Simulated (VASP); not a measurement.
Wanted: the native input for a VASP 6.6.1 run.

- Task: single point
- Functional: PBE
- Potentials or basis: VASP PAW PBE potentials, release 64 (Nb_sv)
- Cutoff: 500 eV
- k mesh: 11 × 11 × 11
- Occupations: gaussian, width 0.021 eV
- Spin: no spin polarisation
- Dipole correction: no
- Further INCAR settings: ALGO = Normal; EDIFF = 1e-06; NBANDS = 12

The structure of Nb lies in POSCAR:

```
Nb
1.0
   -1.6639500000      1.6639500000      1.6639500000
    1.6639500000     -1.6639500000      1.6639500000
    1.6639500000      1.6639500000     -1.6639500000
Nb
1
Direct
    0.0000000000      0.0000000000      0.0000000000
```

These files were run (other wordings do the same):

INCAR

```
PREC = Accurate
ENCUT = 500
EDIFF = 1E-6
ISMEAR = 0
SIGMA = 0.020999999999999998
LREAL = False
LASPH = True
NELM = 120
ALGO = Normal
ISIF = 2
LWAVE = False
LCHARG = False
GGA = PE
NBANDS = 12
GGA_COMPAT = False
```

KPOINTS

```
regular mesh
0
Gamma
  11 11 11
```

Potentials or basis: VASP PAW PBE potentials, release 64 (Nb_sv).

The run is started by

```sh
$ cat potpaw_PBE.64/Nb_sv/POTCAR > POTCAR
$ mpirun -np 1 vasp_std > vasp.out
```

Results of the run:

The pressure is -2.1 GPa.

It took 8.8 s on 1 thread of Intel Xeon 6975P-C (shared host), peak memory 0.14 GiB.
